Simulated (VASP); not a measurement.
A run of VASP 6.6.1 is set up as follows.

INCAR

```
SYSTEM = BaZnPF
  PREC = Accurate
  ENCUT = 520
  EDIFF = 1E-6
  ISMEAR = -1
  SIGMA = 0.02
  LREAL = .FALSE.
  LASPH = .TRUE.
  NELM = 60
  ALGO = Normal
  ISIF = 2
  LWAVE = .FALSE.
  LCHARG = .FALSE.
  GGA = CA
  NBANDS = 44
```

Contents of KPOINTS:

```
Automatic mesh
0
G
  6 6 4
  0 0 0
```

POSCAR

```
BaZnPF
1.0
    4.0502301087      0.0000000000      0.0000000000
    0.0000000000      4.0502301087      0.0000000000
    0.0000000000      0.0000000000      9.2265894217
Ba Zn P F
2 2 2 2
Direct
    0.5000000000      0.0000000000      0.3302253452
    0.0000000000      0.5000000000      0.6697746548
    0.5000000000      0.5000000000      0.0000000000
    0.0000000000      0.0000000000      0.0000000000
    0.0000000000      0.5000000000      0.1504882293
    0.5000000000      0.0000000000      0.8495117707
    0.5000000000      0.5000000000      0.5000000000
    0.0000000000      0.0000000000      0.5000000000
```

Potentials or basis: VASP PAW LDA potentials, release 64 (Ba_sv, Zn, P, F).

Command:

```bash
$ cat potpaw_LDA.64/Ba_sv/POTCAR potpaw_LDA.64/Zn/POTCAR potpaw_LDA.64/P/POTCAR potpaw_LDA.64/F/POTCAR > POTCAR
$ mpirun -np 1 vasp_std > vasp.out
```

(1) Estimate the band gap on the k mesh.

(2) Predict the pressure.

(3) Predict the largest force.

## Answers

(1) 0.28 eV.

(2) 1.3 GPa.

(3) 0.194 eV/Å.

Caveat: spin-orbit coupling is left out, which moves the levels of the heavy elements.
